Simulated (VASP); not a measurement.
# NaI (Fm-3m) in VASP: a series of runs

The runs below take NaI through single point, with LDA, PBEsol, PBE.

All numbers are computed with VASP 6.6.1; they aren't measurements. Logs are shortened: lines on timing, memory, paths and dates and some standing lists are left out, and cuts for length are marked.

### 1 The cell of the first run

The structure is cubic, space group Fm-3m (No. 225). Conventional cell: a = 6.558 Å, b = 6.558 Å, c = 6.558 Å, α = 90.00°, β = 90.00°, γ = 90.00°. I (site symmetry m-3m) has 6 Na at 3.28 Å within 4.3 Å. Within 4.3 Å of Na (site symmetry m-3m) lie 6 I at 3.28 Å.

### 2 Single point, LDA (volume scaled by 1.04)

File INCAR:

```
ALGO = Normal
EDIFF = 1E-6
ENCUT = 520
ISIF = 2
ISMEAR = -1
LASPH = True
LCHARG = False
LREAL = False
LWAVE = False
NBANDS = 14
NELM = 60
PREC = Accurate
SIGMA = 0.05
```

File KPOINTS:

```
k-points
0
Gamma
  7 7 7
```

File POSCAR:

```
NaI
1.0
    0.0000000000      3.2789890945      3.2789890945
    3.2789890945      0.0000000000      3.2789890945
    3.2789890945      3.2789890945      0.0000000000
I Na
1 1
Direct
    0.5000000000      0.5000000000      0.5000000000
    0.0000000000      0.0000000000      0.0000000000
```

Potentials or basis: VASP PAW LDA potentials, release 64 (I, Na_pv).

Run with:

```console
> cat potpaw_LDA.64/I/POTCAR potpaw_LDA.64/Na_pv/POTCAR > POTCAR
> mpirun -np 1 vasp_std > vasp.out
```

OUTCAR:

```text
EDIFF = 1E-6
   ENCUT = 520
   ISIF = 2
   ISMEAR = -1
   LASPH = True
   LREAL = False
   NELM = 60
   PREC = Accurate

 ion  position               nearest neighbor table
   1  0.500  0.500  0.500-
   2  0.000  0.000  0.000-

  LATTYP: Found a face centered cubic cell.
 ALAT       =     6.5579781890

  Lattice vectors:

 A1 = (   0.0000000000,   3.2789890945,   3.2789890945)
 A2 = (   3.2789890945,   0.0000000000,   3.2789890945)
 A3 = (   3.2789890945,   3.2789890945,   0.0000000000)

Analysis of symmetry for initial positions (statically):
=====================================================================
 Subroutine PRICEL returns:
 Original cell was already a primitive cell.

 Routine SETGRP: Setting up the symmetry group for a
 face centered cubic supercell.

 Subroutine GETGRP returns: Found 48 space group operations
 (whereof 48 operations were pure point group operations)
 out of a pool of 48 trial point group operations.

The static configuration has the point symmetry O_h .

Analysis of symmetry for dynamics (positions and initial velocities):
=====================================================================
 Subroutine PRICEL returns:
 Original cell was already a primitive cell.

 Routine SETGRP: Setting up the symmetry group for a
 face centered cubic supercell.

 Subroutine GETGRP returns: Found 48 space group operations
 (whereof 48 operations were pure point group operations)
 out of a pool of 48 trial point group operations.

The dynamic configuration has the point symmetry O_h .

 Subroutine INISYM returns: Found 48 space group operations
 (whereof 48 operations are pure point group operations),
 and found     1 'primitive' translations

----------------------------------------------------------------------------------------

                                     Primitive cell

  volume of cell :      70.5099

  direct lattice vectors                    reciprocal lattice vectors
     0.000000000  3.278989094  3.278989094    -0.152486021  0.152486021  0.152486021
     3.278989094  0.000000000  3.278989094     0.152486021 -0.152486021  0.152486021
     3.278989094  3.278989094  0.000000000     0.152486021  0.152486021 -0.152486021

  length of vectors
     4.637190848  4.637190848  4.637190848     0.264113536  0.264113536  0.264113536

  position of ions in fractional coordinates (direct lattice)
     0.500000000  0.500000000  0.500000000
     0.000000000  0.000000000  0.000000000

  ion indices of the primitive-cell ions
   primitive index   ion index
                 1           1
                 2           2

----------------------------------------------------------------------------------------

 KPOINTS: k-points

Automatic generation of k-mesh.
 Grid dimensions read from file:
 generate k-points for:    7    7    7

 Generating k-lattice:

  Cartesian coordinates                     Fractional coordinates (reciprocal lattice)
    -0.021783717  0.021783717  0.021783717     0.142857143  0.000000000  0.000000000
     0.021783717 -0.021783717  0.021783717     0.000000000  0.142857143  0.000000000
     0.021783717  0.021783717 -0.021783717     0.000000000  0.000000000  0.142857143

  Length of vectors
     0.037730505  0.037730505  0.037730505

  Shift w.r.t. Gamma in fractional coordinates (k-lattice)
     0.000000000  0.000000000  0.000000000

 Subroutine IBZKPT returns following result:
 ===========================================

 Found     20 irreducible k-points:

 Following reciprocal coordinates:
            Coordinates               Weight
  0.000000  0.000000  0.000000      1.000000
  0.142857  0.000000  0.000000      8.000000
  0.285714  0.000000  0.000000      8.000000
  0.428571  0.000000  0.000000      8.000000
  0.142857  0.142857  0.000000      6.000000
  0.285714  0.142857  0.000000     24.000000
[... 12 lines left out ...]
 -0.428571  0.428571  0.142857     24.000000
 -0.285714  0.428571  0.142857     24.000000
   k-points           NKPTS =     20   k-points in BZ     NKDIM =     20   number of bands    NBANDS=     14
   number of dos      NEDOS =    301   number of ions     NIONS =      2
   total plane-waves  NPLWV =  46656
   dimension x,y,z NGX =    36 NGY =   36 NGZ =   36
   dimension x,y,z NGXF=    72 NGYF=   72 NGZF=   72
   ions per type =               1   1
   NGX,Y,Z   is equivalent  to a cutoff of  12.91, 12.91, 12.91 a.u.
   NGXF,Y,Z  is equivalent  to a cutoff of  25.81, 25.81, 25.81 a.u.
 SYSTEM =  unknown system
   PREC   = accura    normal or accurate (medium, high low for compatibility)
   ISTART =      0    job   : 0-new  1-cont  2-samecut
   ICHARG =      2    charge: 1-file 2-atom 10-const
   ISPIN  =      1    spin polarized calculation?
   LNONCOLLINEAR =      F non collinear calculations
   LSORBIT =      F    spin-orbit coupling
   LASPH  =      T    aspherical Exc in radial PAW
   ENCUT  =  520.0 eV  38.22 Ry    6.18 a.u.   8.62  8.62  8.62*2*pi/ulx,y,z
   NELM   =     60;   NELMIN=  2; NELMDL= -5     # of ELM steps
   EDIFF  = 0.1E-05   stopping-criterion for ELM
   LREAL  =      F    real-space projection
   EDIFFG = 0.1E-04   stopping-criterion for IOM
   NSW    =      0    number of steps for IOM
   IBRION =     -1    ionic relax: 0-MD 1-quasi-New 2-CG
   NFREE  =      0    steps in history (QN), initial steepest desc. (CG)
   ISIF   =      2    stress and relaxation
   ISYM   =      2    0-nonsym 1-usesym 2-fastsym
   POTIM  = 0.5000    time-step for ionic-motion
   TEBEG  =    0.0;   TEEND  =   0.0 temperature during run
   PSTRESS=    0.0 pullay stress
   NELECT =      14.0000    total number of electrons
   NUPDOWN=      -1.0000    fix difference up-down
   EMIN   =  10.00;   EMAX   =-10.00  energy-range for DOS
   EFERMI =   0.00;   METHOD = LEGACY
   ISMEAR =    -1;   SIGMA  =   0.05  broadening in eV -4-tet -1-fermi 0-gaus
   EFERMI_NEDOS =   21; number of points for ismear=-14 and -15
   IALGO  =     38    algorithm
   IMIX   =      4    mixing-type and parameters
     AMIX     =   0.40;   BMIX     =  1.00
     AMIX_MAG =   1.60;   BMIX_MAG =  1.00
  volume/ion in A,a.u.               =      35.25       237.91
  Fermi-wavevector in a.u.,A,eV,Ry     =   0.955068  1.804816 12.410616  0.912155
  Thomas-Fermi vector in A             =   2.083872
   LORBIT       =      0    0 simple, 1 ext, 2 COOP (PROOUT), +10 PAW based schemes
   GGA     = CA    functional components
   LHFCALC =     F    Hartree Fock is set to
   AEXX    =    0.0000 exact exchange contribution
   IVDW    =     0    specifies the selected vdW correction
   LEPSILON=     F    determine dielectric tensor
   LRPA    =     F    only Hartree local field effects (RPA)
 non-spin polarized calculation
  energy-cutoff  :      520.00
  volume of cell :       70.51
 maximum number of plane-waves:      1917
   NGX = 17   NGY = 17   NGZ = 17

 number of electron      13.9999992 magnetization

 Free energy of the ion-electron system (eV)
  ---------------------------------------------------
  ext. energy  EPLUGINS =         0.00000000
  ---------------------------------------------------
  free energy    TOTEN  =        -5.95060494 eV

  energy without entropy =       -5.95060494  energy(sigma->0) =       -5.95060494

 E-fermi :   1.3796     XC(G=0):  -7.9444

 val. band max:        0.3517353407   @ k =   0.0000   0.0000   0.0000
 cond. band min:       3.5987631394   @ k =   0.0000   0.0000   0.0000
 fundamental gap:      3.2470277988
 Fermi energy:         1.3795564276

 k-point     1 :       0.0000    0.0000    0.0000
  band No.  band energies     occupation
      1     -22.0817      2.00000
      2     -22.0817      2.00000
      3     -22.0817      2.00000
      4     -10.6359      2.00000
      5       0.3517      2.00000
      6       0.3517      2.00000
      7       0.3517      2.00000
      8       3.5988      0.00000
      9       8.1428      0.00000
     10       8.1428      0.00000
     11       8.1428      0.00000
     12       9.9509      0.00000
     13       9.9509      0.00000
     14      10.5069      0.00000

 k-point     2 :       0.1429    0.0000    0.0000
  band No.  band energies     occupation
      1     -22.0825      2.00000
      2     -22.0818      2.00000
      3     -22.0818      2.00000
      4     -10.5860      2.00000
      5      -0.2170      2.00000
      6       0.2985      2.00000
      7       0.2985      2.00000
      8       4.2459      0.00000
      9       7.6852      0.00000
     10       8.3014      0.00000
     11       8.3014      0.00000
     12       9.4198      0.00000
     13       9.4198      0.00000
     14      10.8467      0.00000

 k-point     3 :       0.2857    0.0000    0.0000
  band No.  band energies     occupation
      1     -22.0845      2.00000
      2     -22.0819      2.00000
      3     -22.0819      2.00000
      4     -10.4690      2.00000
      5      -1.1187      2.00000
      6       0.1852      2.00000
      7       0.1852      2.00000
      8       5.0584      0.00000
      9       7.7036      0.00000
     10       8.0043      0.00000
     11       8.0043      0.00000
     12       9.9673      0.00000
     13       9.9673      0.00000
     14      10.2348      0.00000

 k-point     4 :       0.4286    0.0000    0.0000
  band No.  band energies     occupation
      1     -22.0860      2.00000
      2     -22.0820      2.00000
      3     -22.0820      2.00000
      4     -10.3698      2.00000
      5      -1.6830      2.00000
      6       0.1000      2.00000
      7       0.1000      2.00000
      8       5.1985      0.00000
      9       7.6409      0.00000
     10       7.6409      0.00000
     11       8.4305      0.00000
     12      10.1834      0.00000
     13      11.5495      0.00000
     14      11.5495      0.00000

 k-point     5 :       0.1429    0.1429    0.0000
  band No.  band energies     occupation
      1     -22.0824      2.00000
      2     -22.0820      2.00000
      3     -22.0820      2.00000
      4     -10.5701      2.00000
      5      -0.2224      2.00000
      6       0.1976      2.00000
      7       0.1976      2.00000
      8       4.4631      0.00000
      9       7.3294      0.00000
     10       8.4190      0.00000
     11       8.5649      0.00000
[... 208 lines left out ...]
 k-point    18 :      -0.4286    0.2857    0.1429
  band No.  band energies     occupation
      1     -22.0851      2.00000
      2     -22.0833      2.00000
      3     -22.0825      2.00000
      4     -10.3192      2.00000
      5      -1.3858      2.00000
      6      -0.6041      2.00000
      7      -0.1471      2.00000
      8       6.1786      0.00000
      9       6.5579      0.00000
     10       7.7619      0.00000
     11       8.6623      0.00000
     12      10.5400      0.00000
     13      11.4793      0.00000
     14      12.6719      0.00000

 k-point    19 :      -0.4286    0.4286    0.1429
  band No.  band energies     occupation
      1     -22.0848      2.00000
      2     -22.0834      2.00000
      3     -22.0830      2.00000
      4     -10.2948      2.00000
      5      -1.3144      2.00000
      6      -0.5936      2.00000
      7      -0.4025      2.00000
      8       5.3455      0.00000
      9       6.5156      0.00000
     10       8.1910      0.00000
     11       9.4260      0.00000
     12      11.0384      0.00000
     13      12.0937      0.00000
     14      13.1055      0.00000

 k-point    20 :      -0.2857    0.4286    0.1429
  band No.  band energies     occupation
      1     -22.0843      2.00000
      2     -22.0843      2.00000
      3     -22.0829      2.00000
      4     -10.2844      2.00000
      5      -1.0761      2.00000
      6      -1.0219      2.00000
      7      -0.3724      2.00000
      8       5.7947      0.00000
      9       7.1222      0.00000
     10       8.0251      0.00000
     11       8.3510      0.00000
     12      10.8915      0.00000
     13      11.6136      0.00000
     14      13.5262      0.00000

------------------------ aborting loop because EDIFF is reached ----------------------------------------

  FORCE on cell =-STRESS in cart. coord.  units (eV):
  Direction    XX          YY          ZZ          XY          YZ          ZX
  --------------------------------------------------------------------------------------
  -------------------------------------------------------------------------------------
  Total       -0.9040299     -0.9040299     -0.9040299      0.0000000      0.0000000      0.0000000
  in kB      -20.5420347    -20.5420347    -20.5420347      0.0000000      0.0000000      0.0000000
  external PRESSURE =     -20.5420347 kB  Pullay stress =       0.0000000 kB

 VOLUME and BASIS-vectors are now :
 -----------------------------------------------------------------------------
  energy-cutoff  :      520.00
  volume of cell :       70.51
      direct lattice vectors                 reciprocal lattice vectors
     0.000000000  3.278989094  3.278989094    -0.152486021  0.152486021  0.152486021
     3.278989094  0.000000000  3.278989094     0.152486021 -0.152486021  0.152486021
     3.278989094  3.278989094  0.000000000     0.152486021  0.152486021 -0.152486021

 POSITION                                       TOTAL-FORCE (eV/Angst)
 -----------------------------------------------------------------------------------
      3.27899      3.27899      3.27899         0.000000      0.000000      0.000000
      0.00000      0.00000      0.00000        -0.000000     -0.000000     -0.000000
 -----------------------------------------------------------------------------------
    total drift:                                0.000000      0.000000      0.000000

  FREE ENERGIE OF THE ION-ELECTRON SYSTEM (eV)
  ---------------------------------------------------
  free  energy   TOTEN  =        -5.9506049444 eV

  energy  without entropy=       -5.9506049443  energy(sigma->0) =       -5.95060494
```

Run time: 20 s. Hardware: 1 thread of Intel Xeon 8259CL, shared host; peak memory 0.18 GiB.

What came out:

```
Free energy            : -5.9506 eV
Pressure               : -2.1 GPa
Band gap on the k mesh : 3.25 eV, direct
```

Caveat: the cell differs from its parent crystal (volume scaled by 1.04); spin-orbit coupling is left out, which moves the levels of the heavy elements.

### 3 Single point, LDA (volume scaled by 1.06)

File INCAR:

```
  PREC = Accurate
  ENCUT = 520
  EDIFF = 1E-6
  ISMEAR = -1
  SIGMA = 0.05
  LREAL = False
  LASPH = True
  NELM = 60
  ALGO = Normal
  ISIF = 2
  LWAVE = False
  LCHARG = False
  NBANDS = 14
```

File KPOINTS:

```
regular mesh
0
Gamma
  7 7 7
```

File POSCAR:

```
NaI
1.0
    0.0000000000      3.2998749385      3.2998749385
    3.2998749385      0.0000000000      3.2998749385
    3.2998749385      3.2998749385      0.0000000000
I Na
1 1
Direct
    0.5000000000      0.5000000000      0.5000000000
    0.0000000000      0.0000000000      0.0000000000
```

Potentials or basis: VASP PAW LDA potentials, release 64 (I, Na_pv).

Run with:

```console
> cat potpaw_LDA.64/I/POTCAR potpaw_LDA.64/Na_pv/POTCAR > POTCAR
> mpirun -np 1 vasp_std > vasp.out
```

Wall time 21 s (1 thread of Intel Xeon 8259CL, shared host); peak memory 0.18 GiB.

Results (log left out):

```
Free energy            : -5.9324 eV
Pressure               : -2.2 GPa
Band gap on the k mesh : 3.20 eV, direct
```

Levels at points of the mesh, in eV from the valence-band top:
```
           k point  band 3  band 4  band 5  band 6  band 7  band 8  band 9  band 10  band 11  band 12
(0.00, 0.00, 0.00)  -22.46  -10.94    0.00    0.00    0.00    3.20    7.79     7.79     7.79     9.57
```

Caveat: the cell differs from its parent crystal (volume scaled by 1.06); spin-orbit coupling is left out, which moves the levels of the heavy elements.

### 4 Single point, PBEsol

This run uses another cell than the first one, of 33.90 Å³/atom, 0.962 times its volume.

File INCAR:

```
PREC = Accurate
ENCUT = 520
EDIFF = 1E-6
ISMEAR = -1
SIGMA = 0.05
LREAL = False
LASPH = True
NELM = 80
ALGO = Normal
ISIF = 2
LWAVE = False
LCHARG = True
GGA = PS
LELF = True
LVHAR = True
NBANDS = 14
```

File KPOINTS:

```
Automatic mesh
0
Gamma
  5 5 5
```

File POSCAR:

```
NaI
1.0
    0.0000000000      3.2364000000      3.2364000000
    3.2364000000      0.0000000000      3.2364000000
    3.2364000000      3.2364000000      0.0000000000
I Na
1 1
Direct
    0.5000000000      0.5000000000      0.5000000000
    0.0000000000      0.0000000000      0.0000000000
```

Potentials or basis: VASP PAW PBE potentials, release 64 (I, Na_pv).

Run with:

```console
> cat potpaw_PBE.64/I/POTCAR potpaw_PBE.64/Na_pv/POTCAR > POTCAR
> mpirun -np 1 vasp_std > vasp.out
```

It took 8 s on 1 thread of Intel Xeon Platinum 8559C (Emerald Rapids), shared host; peak memory 0.2 GiB.

The run converged. Its results:

| Property | Result |
| --- | --- |
| Free energy | -5.6659 eV |
| Pressure | -0.5 GPa |
| Band gap on the k mesh | 3.51 eV, direct |

Levels at points of the mesh, in eV from the valence-band top:
```tsv
k point	band 3	band 4	band 5	band 6	band 7	band 8	band 9	band 10	band 11	band 12
(0.00, 0.00, 0.00)	-22.25	-11.06	0.00	0.00	0.00	3.51	7.85	7.85	7.85	9.72
```

Caveat: the PAW data sets were made with another functional, which shifts forces and pressure a little; spin-orbit coupling is left out, which moves the levels of the heavy elements. PBEsol gaps usually lie below the measured ones, often by a third to a half.

[end of part 1 of 2]
